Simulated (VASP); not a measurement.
# Cl (Cmce) in VASP: notebook

The runs below take Cl through relaxation of cell and atoms, with PBE.

All numbers are computed with VASP 6.6.1; they aren't measurements. Logs are shortened: lines on timing, memory, paths and dates and some standing lists are left out, and cuts for length are marked.

## (1) The cell of the first run

The structure is orthorhombic, space group Cmce (No. 64). The conventional cell has a = 5.470 Å, b = 3.548 Å, c = 7.410 Å, α = 90.00°, β = 90.00°, γ = 90.00°. Cl (site symmetry m) has 3 Cl at 1.99 to 2.68 Å within 2.7 Å.

## (2) Relaxation of cell and atoms, PBE, target pressure 20 GPa, at which the enthalpy is minimised

INCAR reads:

```
SYSTEM = Cl
PREC     = Accurate       ! precision mode
ENCUT    = 600            ! plane-wave cutoff, eV
EDIFF    = 1E-6           ! SCF threshold, eV
ISMEAR   = 0              ! smearing method
SIGMA    = 0.02           ! smearing width, eV
LREAL    = .FALSE.        ! projectors in reciprocal space
LASPH    = .TRUE.         ! aspherical terms in the spheres
NELM     = 60             ! most SCF steps
ALGO     = Normal         ! electronic algorithm
ISIF     = 3              ! what is computed and relaxed
LWAVE    = .FALSE.        ! write WAVECAR
LCHARG   = .FALSE.        ! write CHGCAR
GGA      = PE             ! functional
IBRION   = 2              ! ionic algorithm
NSW      = 70             ! ionic steps
EDIFFG   = -0.008         ! ionic threshold
PSTRESS  = 200.0
```

KPOINTS reads:

```
Automatic mesh
0
G
  10 10 4
  0 0 0
```

POSCAR reads:

```
Cl
1.0
    2.7350907291     -1.7741188298      0.0000000000
    2.7350907291      1.7741188298      0.0000000000
    0.0000000000      0.0000000000      7.4099045704
Cl
4
Direct
    0.1461002380      0.8538997620      0.1144577353
    0.6461002380      0.3538997620      0.3855422647
    0.8538997620      0.1461002380      0.8855422647
    0.3538997620      0.6461002380      0.6144577353
```

Potentials or basis: VASP PAW PBE potentials, release 64 (Cl).

Launch:

```console
$ cat potpaw_PBE.64/Cl/POTCAR > POTCAR
$ mpirun -np 1 vasp_std > vasp.out
```

OUTCAR:

```text
SYSTEM = Cl
   PREC = Accurate
   ENCUT = 600
   EDIFF = 1E-6
   ISMEAR = 0
   LREAL = .FALSE.
   LASPH = .TRUE.
   NELM = 60
   ISIF = 3
   GGA = PE
   IBRION = 2
   NSW = 70
   EDIFFG = -0.008
   PSTRESS = 200.0

 ion  position               nearest neighbor table
   1  0.146  0.854  0.114-   3 1.99
   2  0.646  0.354  0.386-   4 1.99
   3  0.854  0.146  0.886-   1 1.99
   4  0.354  0.646  0.614-   2 1.99

  LATTYP: Found a base centered orthorhombic cell.
 ALAT       =     3.5482376596
 B/A-ratio  =     1.5416615185
 C/A-ratio  =     2.0883337818

  Lattice vectors:

 A1 = (  -2.7350907291,  -1.7741188298,   0.0000000000)
 A2 = (   2.7350907291,  -1.7741188298,   0.0000000000)
 A3 = (   0.0000000000,   0.0000000000,   7.4099045704)

Analysis of symmetry for initial positions (statically):
=====================================================================
 Subroutine PRICEL returns:
 Original cell was already a primitive cell.

 Routine SETGRP: Setting up the symmetry group for a
 base centered orthorhombic supercell.

 Subroutine GETGRP returns: Found  8 space group operations
 (whereof  4 operations were pure point group operations)
 out of a pool of  8 trial point group operations.

The static configuration has the point symmetry C_2h.
 The point group associated with its full space group is D_2h.

Analysis of symmetry for dynamics (positions and initial velocities):
=====================================================================
 Subroutine PRICEL returns:
 Original cell was already a primitive cell.

 Routine SETGRP: Setting up the symmetry group for a
 base centered orthorhombic supercell.

 Subroutine GETGRP returns: Found  8 space group operations
 (whereof  4 operations were pure point group operations)
 out of a pool of  8 trial point group operations.

The dynamic configuration has the point symmetry C_2h.
 The point group associated with its full space group is D_2h.

 Subroutine INISYM returns: Found  8 space group operations
 (whereof  4 operations are pure point group operations),
 and found     1 'primitive' translations

----------------------------------------------------------------------------------------

                                     Primitive cell

  volume of cell :      71.9113

  direct lattice vectors                    reciprocal lattice vectors
     2.735090729 -1.774118830  0.000000000     0.182809292 -0.281830051  0.000000000
     2.735090729  1.774118830  0.000000000     0.182809292  0.281830051  0.000000000
     0.000000000  0.000000000  7.409904570     0.000000000  0.000000000  0.134954505

  length of vectors
     3.260094925  3.260094925  7.409904570     0.335927693  0.335927693  0.134954505

  position of ions in fractional coordinates (direct lattice)
     0.146100238  0.853899762  0.114457735
     0.646100238  0.353899762  0.385542265
     0.853899762  0.146100238  0.885542265
     0.353899762  0.646100238  0.614457735

  ion indices of the primitive-cell ions
   primitive index   ion index
                 1           1
                 2           2
                 3           3
                 4           4

----------------------------------------------------------------------------------------

 KPOINTS: Automatic mesh

Automatic generation of k-mesh.
 Grid dimensions read from file:
 generate k-points for:   10   10    4

 Generating k-lattice:

  Cartesian coordinates                     Fractional coordinates (reciprocal lattice)
     0.018280929 -0.028183005  0.000000000     0.100000000 -0.000000000  0.000000000
     0.018280929  0.028183005  0.000000000    -0.000000000  0.100000000  0.000000000
     0.000000000  0.000000000  0.033738626     0.000000000  0.000000000  0.250000000

  Length of vectors
     0.033592769  0.033592769  0.033738626

  Shift w.r.t. Gamma in fractional coordinates (k-lattice)
     0.000000000  0.000000000  0.000000000

 Subroutine IBZKPT returns following result:
 ===========================================

 Found     93 irreducible k-points:

 Following reciprocal coordinates:
            Coordinates               Weight
  0.000000  0.000000  0.000000      1.000000
  0.100000  0.000000  0.000000      4.000000
  0.200000  0.000000  0.000000      4.000000
  0.300000  0.000000  0.000000      4.000000
  0.400000  0.000000  0.000000      4.000000
  0.500000  0.000000  0.000000      2.000000
[... 16 lines left out ...]
  0.300000  0.300000  0.000000      2.000000
  0.400000  0.300000  0.000000      4.000000
 [... further k-points ...]
   k-points           NKPTS =     93   k-points in BZ     NKDIM =     93   number of bands    NBANDS=     18
   number of dos      NEDOS =    301   number of ions     NIONS =      4
   total plane-waves  NPLWV =  47040
   dimension x,y,z NGX =    28 NGY =   28 NGZ =   60
   dimension x,y,z NGXF=    56 NGYF=   56 NGZF=  120
   ions per type =               4
   NGX,Y,Z   is equivalent  to a cutoff of  14.28, 14.28, 13.46 a.u.
   NGXF,Y,Z  is equivalent  to a cutoff of  28.56, 28.56, 26.92 a.u.
 SYSTEM =  Cl
   PREC   = accura    normal or accurate (medium, high low for compatibility)
   ISTART =      0    job   : 0-new  1-cont  2-samecut
   ICHARG =      2    charge: 1-file 2-atom 10-const
   ISPIN  =      1    spin polarized calculation?
   LNONCOLLINEAR =      F non collinear calculations
   LSORBIT =      F    spin-orbit coupling
   LASPH  =      T    aspherical Exc in radial PAW
   ENCUT  =  600.0 eV  44.10 Ry    6.64 a.u.   6.51  6.51 14.80*2*pi/ulx,y,z
   NELM   =     60;   NELMIN=  2; NELMDL= -5     # of ELM steps
   EDIFF  = 0.1E-05   stopping-criterion for ELM
   LREAL  =      F    real-space projection
   EDIFFG = -.8E-02   stopping-criterion for IOM
   NSW    =     70    number of steps for IOM
   IBRION =      2    ionic relax: 0-MD 1-quasi-New 2-CG
   NFREE  =      1    steps in history (QN), initial steepest desc. (CG)
   ISIF   =      3    stress and relaxation
   ISYM   =      2    0-nonsym 1-usesym 2-fastsym
   POTIM  = 0.5000    time-step for ionic-motion
   TEBEG  =    0.0;   TEEND  =   0.0 temperature during run
   PSTRESS=  200.0 pullay stress
   NELECT =      28.0000    total number of electrons
   NUPDOWN=      -1.0000    fix difference up-down
   EMIN   =  10.00;   EMAX   =-10.00  energy-range for DOS
   EFERMI =   0.00;   METHOD = LEGACY
   ISMEAR =     0;   SIGMA  =   0.02  broadening in eV -4-tet -1-fermi 0-gaus
   EFERMI_NEDOS =   21; number of points for ismear=-14 and -15
   IALGO  =     38    algorithm
   IMIX   =      4    mixing-type and parameters
     AMIX     =   0.40;   BMIX     =  1.00
     AMIX_MAG =   1.60;   BMIX_MAG =  1.00
  volume/ion in A,a.u.               =      17.98       121.32
  Fermi-wavevector in a.u.,A,eV,Ry     =   1.195442  2.259058 19.443833  1.429081
  Thomas-Fermi vector in A             =   2.331407
   LORBIT       =      0    0 simple, 1 ext, 2 COOP (PROOUT), +10 PAW based schemes
   GGA     = PE    functional components
   LHFCALC =     F    Hartree Fock is set to
   AEXX    =    0.0000 exact exchange contribution
   IVDW    =     0    specifies the selected vdW correction
   LEPSILON=     F    determine dielectric tensor
   LRPA    =     F    only Hartree local field effects (RPA)
 conjugate gradient relaxation of ions
 non-spin polarized calculation
 Gauss-broadening in eV      SIGMA  =   0.02
  energy-cutoff  :      600.00
  volume of cell :       71.91
 maximum number of plane-waves:      2419
 NGX is ok and might be reduce to    28
   NGX = 13   NGY = 13   NGZ = 29

--------------------------------------- Ionic step        1  -------------------------------------------

 number of electron      28.0000001 magnetization

 Free energy of the ion-electron system (eV)
  ---------------------------------------------------
  ext. energy  EPLUGINS =         0.00000000
  ---------------------------------------------------
  free energy    TOTEN  =        -6.00226842 eV

  energy without entropy =       -6.00226842  energy(sigma->0) =       -6.00226842

------------------------ aborting loop because EDIFF is reached ----------------------------------------

  FORCE on cell =-STRESS in cart. coord.  units (eV):
  Direction    XX          YY          ZZ          XY          YZ          ZX
  --------------------------------------------------------------------------------------
  -------------------------------------------------------------------------------------
  Total        6.1712476      7.5729188      9.1730748      0.0000000      0.0000000      0.0000000
  in kB      137.4948710    168.7239862    204.3753257      0.0000000      0.0000000      0.0000000
  external PRESSURE =     -29.8019391 kB  Pullay stress =     200.0000000 kB
[... 103 lines left out ...]
  energy  without entropy=       -5.6361767391  energy(sigma->0) =       -5.63617674

  enthalpy is  TOTEN    =         2.8835294088 eV   P V=        8.5197061479

[... ionic steps 4 to 8 ...]

--------------------------------------- Ionic step        9  -------------------------------------------

 number of electron      27.9999998 magnetization

------------------------ aborting loop because EDIFF is reached ----------------------------------------
[... 75 lines left out ...]
--------------------------------------- Ionic step       11  -------------------------------------------

 number of electron      27.9999998 magnetization

 Free energy of the ion-electron system (eV)
  ---------------------------------------------------
  ext. energy  EPLUGINS =         0.00000000
  ---------------------------------------------------
  free energy    TOTEN  =        -5.58403190 eV

  energy without entropy =       -5.58403190  energy(sigma->0) =       -5.58403190

 E-fermi :   5.1021     XC(G=0): -10.4812

 val. band max:        4.9526629787   @ k =   0.5000   0.0000   0.5000
 cond. band min:       6.7783664661   @ k =   0.5000   0.5000   0.2500
 fundamental gap:      1.8257034874
 Fermi energy:         5.1020822373

 k-point     1 :       0.0000    0.0000    0.0000
  band No.  band energies     occupation
      1     -13.6181      2.00000
      2     -12.5296      2.00000
      3     -10.1486      2.00000
      4      -7.3243      2.00000
      5      -2.4347      2.00000
      6       0.6760      2.00000
[... 481 lines left out ...]
      5      -1.9588      2.00000
      6      -0.6857      2.00000
[... 10 lines left out ...]
     17      12.0848      0.00000
     18      13.5254      0.00000

 [... further k-points ...]

------------------------ aborting loop because EDIFF is reached ----------------------------------------

  FORCE on cell =-STRESS in cart. coord.  units (eV):
  Direction    XX          YY          ZZ          XY          YZ          ZX
  --------------------------------------------------------------------------------------
  -------------------------------------------------------------------------------------
  Total        8.4591579      8.4508227      8.4642936      0.0000000      0.0000000      0.0000000
  in kB      199.9199487    199.7229590    200.0413237      0.0000000      0.0000000      0.0000000
  external PRESSURE =      -0.1052562 kB  Pullay stress =     200.0000000 kB
[... 23 lines left out ...]
  energy  without entropy=       -5.5840318964  energy(sigma->0) =       -5.58403190

  enthalpy is  TOTEN    =         2.8785131739 eV   P V=        8.4625450703

 reached required accuracy - stopping structural energy minimisation
```

It took 4.3 min on 1 thread of Intel Xeon 6975P-C (Granite Rapids), shared host; peak memory 0.26 GiB.

What came out:

```yaml
Free_energy: -5.5840 eV
Relaxed_volume: 16.95 Å³/atom
Relaxed_cell: a = 3.155 Å, b = 3.155 Å, c = 7.426 Å, α = 90.00°, β = 90.00°, γ = 66.53°
Space_group_after_relaxing_to_0.1_Å: Cmce (No. 64)
Energy_change_on_relaxing_the_run_minimises_the_enthalpy: +104.6 meV/atom
Ionic_steps: 11
Pressure_after_relaxing: 20.0 GPa
Band_gap_on_the_k_mesh: 1.83 eV (least direct gap 2.22 eV)
```

The path:
```
step  energy change (eV)  largest force (eV/Å)  pressure (GPa)  volume (Å³)
   1              0.0000                0.5025           17.02        71.91
   2              0.3399                0.1559           19.01        68.46
   3              0.3661                0.1815           19.17        68.25
   4              0.5032                0.1495           21.49        67.15
   5              0.4327                0.0886           20.32        67.69
   6              0.4198                0.0348           20.08        67.78
   7              0.4151                0.0252           19.99        67.82
   8              0.4151                0.0128           19.96        67.82
   9              0.4154                0.0058           19.94        67.82
  10              0.4265                0.0151           20.13        67.73
  11              0.4182                0.0006           19.99        67.79
```

Final structure:
```
Cl
1.0
     2.63787   -1.73045    0.00000
     2.63787    1.73045    0.00000
     0.00000    0.00000    7.42576
Cl
4
Direct
  0.15368 0.84632 0.11594
  0.65368 0.34632 0.38406
  0.84632 0.15368 0.88406
  0.34632 0.65368 0.61594
```

Caveat: the cell is relaxed towards a set pressure, so the run minimises the enthalpy, not the energy; this functional lacks dispersion, which holds the molecules together, so the pressure and a relaxed volume are unreliable. A k mesh can miss the band edges.

## (3) Relaxation of cell and atoms, PBE, target pressure 10 GPa, at which the enthalpy is minimised

This run uses another cell than the first one, of 20.35 Å³/atom.

INCAR reads:

```
SYSTEM = Cl
PREC = Accurate ; ENCUT = 600
EDIFF = 1E-7 ; ISMEAR = 0
SIGMA = 0.02 ; LREAL = .FALSE.
LASPH = .TRUE. ; NELM = 80
ALGO = Normal ; ISIF = 3
LWAVE = .FALSE. ; LCHARG = .FALSE.
GGA = PE ; IBRION = 2
NSW = 70 ; EDIFFG = -0.008
PSTRESS = 100.0
```

KPOINTS is that of step 2.

POSCAR reads:

```
Cl
1.0
    2.8936010087     -1.8530329712      0.0000000000
    2.8936010087      1.8530329712      0.0000000000
    0.0000000000      0.0000000000      7.5910680889
Cl
4
Direct
    0.1368194172      0.8631805828      0.1123928257
    0.6368194172      0.3631805828      0.3876071743
    0.8631805828      0.1368194172      0.8876071743
    0.3631805828      0.6368194172      0.6123928257
```

Potentials or basis: VASP PAW PBE potentials, release 64 (Cl).

Launch:

```console
$ cat potpaw_PBE.64/Cl/POTCAR > POTCAR
$ mpirun -np 1 vasp_std > vasp.out
```

Wall time 5.6 min (1 thread of Intel Xeon 6975P-C (Granite Rapids), shared host); peak memory 0.28 GiB.

Results (log left out):

| Quantity | Value |
| --- | --- |
| Free energy | -6.4929 eV |
| Relaxed volume | 19.47 Å³/atom |
| Relaxed cell | a = 3.341 Å, b = 3.341 Å, c = 7.638 Å, α = 90.00°, β = 90.00°, γ = 65.99° |
| Space group after relaxing (to 0.1 Å) | Cmce (No. 64) |
| Energy change on relaxing (the run minimises the enthalpy) | +40.8 meV/atom |
| Ionic steps | 11 |
| Pressure after relaxing | 10.0 GPa |
| Band gap on the k mesh | 2.06 eV (least direct gap 2.19 eV) |

The path:
| step | energy change (eV) | largest force (eV/Å) | pressure (GPa) | volume (Å³) |
| --- | --- | --- | --- | --- |
| 1 | 0.0000 | 0.5977 | 9.91 | 81.41 |
| 2 | -0.0030 | 0.4768 | 6.65 | 81.24 |
| 3 | -0.0274 | 0.0868 | 7.97 | 81.32 |
| 4 | 0.1234 | 0.0803 | 9.62 | 78.56 |
| 5 | 0.1613 | 0.0791 | 10.03 | 77.94 |
| 6 | 0.1597 | 0.0421 | 10.07 | 77.95 |
| 7 | 0.1587 | 0.0387 | 10.11 | 77.96 |
| 8 | 0.1482 | 0.0283 | 9.76 | 78.12 |
| 9 | 0.1537 | 0.0114 | 9.94 | 78.03 |
| 10 | 0.1568 | 0.0077 | 9.97 | 77.98 |
| 11 | 0.1630 | 0.0018 | 10.03 | 77.88 |

Final structure:
```
Cl
1.0
     2.80220   -1.81944    0.00000
     2.80220    1.81944    0.00000
     0.00000    0.00000    7.63796
Cl
4
Direct
  0.14366 0.85634 0.11366
  0.64366 0.35634 0.38634
  0.85634 0.14366 0.88634
  0.35634 0.64366 0.61366
```

Levels at points of the mesh, in eV from the valence-band top:
| k point | band 10 | band 11 | band 12 | band 13 | band 14 | band 15 | band 16 | band 17 | band 18 |
| --- | --- | --- | --- | --- | --- | --- | --- | --- | --- |
| (0.00, 0.00, 0.00) | -1.76 | -1.48 | -0.84 | -0.10 | 0.00 | 2.19 | 3.23 | 7.48 | 7.52 |
| (0.50, 0.00, 0.00) | -2.59 | -1.81 | -1.81 | -0.59 | -0.59 | 3.17 | 3.17 | 7.66 | 7.66 |
| (0.50, 0.50, 0.00) | -2.92 | -2.88 | -1.90 | -1.06 | -0.59 | 2.06 | 2.75 | 7.20 | 8.01 |
| (0.00, 0.00, 0.50) | -1.84 | -1.44 | -1.44 | -0.05 | -0.05 | 2.57 | 2.57 | 8.12 | 8.12 |
| (0.50, 0.00, 0.50) | -2.67 | -1.16 | -1.16 | -0.02 | -0.02 | 2.42 | 2.42 | 8.18 | 8.18 |
| (0.50, 0.50, 0.50) | -2.75 | -1.76 | -1.76 | -1.65 | -1.65 | 2.22 | 2.22 | 8.53 | 8.53 |

Caveat: the cell is relaxed towards a set pressure, so the run minimises the enthalpy, not the energy; this functional lacks dispersion, which holds the molecules together, so the pressure and a relaxed volume are unreliable.
